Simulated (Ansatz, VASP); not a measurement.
# One calculation of LiF, two programs

File INCAR:

```
SYSTEM = LiF
  ALGO = Normal
  EDIFF = 1E-6
  ENCUT = 520
  GGA = CA
  ISIF = 2
  ISMEAR = 0
  LASPH = .TRUE.
  LCHARG = .TRUE.
  LELF = .TRUE.
  LREAL = .FALSE.
  LVHAR = .TRUE.
  LWAVE = .FALSE.
  NBANDS = 18
  NELM = 80
  PREC = Accurate
  SIGMA = 0.05
```

The input KPOINTS:

```
k-points
0
G
  9 9 6
  0 0 0
```

File POSCAR:

```
LiF
1.0
    2.8793432263      0.0000000000      0.0000000000
   -1.4396716131      2.4935843802      0.0000000000
    0.0000000000      0.0000000000      4.9945087603
Li F
2 2
Direct
    0.3333333333      0.6666666667      0.3839784076
    0.6666666667      0.3333333333      0.8839784076
    0.3333333333      0.6666666667      0.9910195924
    0.6666666667      0.3333333333      0.4910195924
```

Input for Ansatz:

```yaml
crystal:
  lattice:
    - [2.8793432263, 0.0, 0.0]
    - [-1.4396716131, 2.4935843802, 0.0]
    - [0.0, 0.0, 4.9945087603]
  atoms:
    - { symbol: Li, position: [0.3333333333, 0.6666666667, 0.3839784076] }
    - { symbol: Li, position: [0.6666666667, 0.3333333333, 0.8839784076] }
    - { symbol: F, position: [0.3333333333, 0.6666666667, 0.9910195924] }
    - { symbol: F, position: [0.6666666667, 0.3333333333, 0.4910195924] }
basis:
  ecutwfc: 520.0
kpoints:
  mp_grid: { grid: [9, 9, 6] }
hamiltonian:
  xc: lda
scf:
  occupations: { method: gaussian, width: 0.05 }
output:
  forces: true
  stress: true
  eigenvalues: true
  write_density: true
  write_potential: true
  elf: true
  volumetric_format: npy
```

Alike in both runs: task single point; functional LDA; k mesh 9 × 9 × 6; occupations gaussian, width 0.05 eV; no spin polarisation.

```csv
,VASP,Ansatz
version,VASP 6.6.1,Ansatz 0.2.0
potentials or method,"VASP PAW LDA potentials, release 64 (Li_sv, F), cutoff 520 eV","scalar-relativistic, plane waves, PAW"
valence electrons in the cell,20,20
```

|  | VASP | Ansatz | Ansatz less VASP |
| --- | --- | --- | --- |
| gap on the k mesh at the Fermi level (eV) | 8.12 | 8.14 | +0.016 |
| least direct gap on the mesh (eV) | 8.12 | 8.14 | +0.016 |
| rms of the force components (eV/Å) | 0.269 | 0.265 | -0.0040 |

LDA's correlation is that of Perdew and Zunger in VASP and of Perdew and Wang (1992) in Ansatz. Atom by atom the forces differ by 0.004 eV/Å (rms over components).

Noted on VASP's run: the cutoff is short for stress, so the pressure is rough.
